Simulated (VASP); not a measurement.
A run of VASP 6.6.1 is set up as follows.

File INCAR:

```
ALGO = Normal
EDIFF = 1E-6
EDIFFG = -0.02
ENCUT = 600
GGA = PE
IBRION = 2
ISIF = 3
ISMEAR = -1
LASPH = True
LCHARG = False
LREAL = False
LWAVE = False
NELM = 100
NSW = 80
PREC = Accurate
SIGMA = 0.1
```

File KPOINTS:

```
k-points
0
Gamma
  9 9 5
```

File POSCAR:

```
CuO
1.0
    2.3418500000     -1.7113000000      0.0000000000
    2.3418500000      1.7113000000      0.0000000000
   -0.8500270000      0.0000000000      5.0578690000
Cu O
2 2
Direct
    0.0000000000      0.5000000000      0.0000000000
    0.5000000000      0.0000000000      0.5000000000
    0.5816000000      0.4184000000      0.2500000000
    0.4184000000      0.5816000000      0.7500000000
```

Potentials or basis: VASP PAW PBE potentials, release 64 (Cu, O).

Launch:

```sh
$ cat potpaw_PBE.64/Cu/POTCAR potpaw_PBE.64/O/POTCAR > POTCAR
$ mpirun -np 1 vasp_std > vasp.out
```

Q: Estimate the relaxed cell.

A: a = 2.946 Å, b = 2.946 Å, c = 5.168 Å, α = 90.55°, β = 90.55°, γ = 86.41°.

Q: Estimate the relaxed volume.

A: 11.19 Å³/atom.

Final structure:
```xyz
4
Lattice="2.1419 -2.0171 0.1558 2.1419 2.0171 0.1558 -0.4429 0.0000 5.1489" Properties=species:S:1:pos:R:3 pbc="T T T"
Cu    1.0709    1.0086    0.0779
Cu    0.8495   -1.0086    2.6523
O     2.0311   -0.0172    1.4430
O     1.8097    0.0172    4.0175
```

 PBE usually gives volumes a little too large and moduli too small.
